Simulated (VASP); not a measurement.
Input of a VASP 6.6.1 run:

The input INCAR:

```
SYSTEM = RbBr
  ALGO = Normal
  EDIFF = 1E-6
  ENCUT = 520
  GGA = PS
  ISIF = 2
  ISMEAR = -1
  LASPH = .True.
  LCHARG = .True.
  LELF = .True.
  LREAL = .False.
  LVHAR = .True.
  LWAVE = .False.
  NBANDS = 15
  NELM = 80
  PREC = Accurate
  SIGMA = 0.03
```

The input KPOINTS:

```
k-points
0
Gamma
  7 7 7
  0 0 0
```

Contents of POSCAR:

```
RbBr
1.0
    0.0000000000      3.4501993370      3.4501993370
    3.4501993370      0.0000000000      3.4501993370
    3.4501993370      3.4501993370      0.0000000000
Rb Br
1 1
Direct
    0.0000000000      0.0000000000      0.0000000000
    0.5000000000      0.5000000000      0.5000000000
```

Potentials or basis: VASP PAW PBE potentials, release 64 (Rb_sv, Br).

The run is started by

```bash
$ cat potpaw_PBE.64/Rb_sv/POTCAR potpaw_PBE.64/Br/POTCAR > POTCAR
$ mpirun -np 1 vasp_std > vasp.out
```

Problem. Predict the pressure.

Solution. -0.3 GPa.

Problem. Predict the band gap on the k mesh.

Solution. 4.17 eV, direct.

Caveat: the PAW data sets were made with another functional, which shifts forces and pressure a little. A k mesh can miss the band edges.
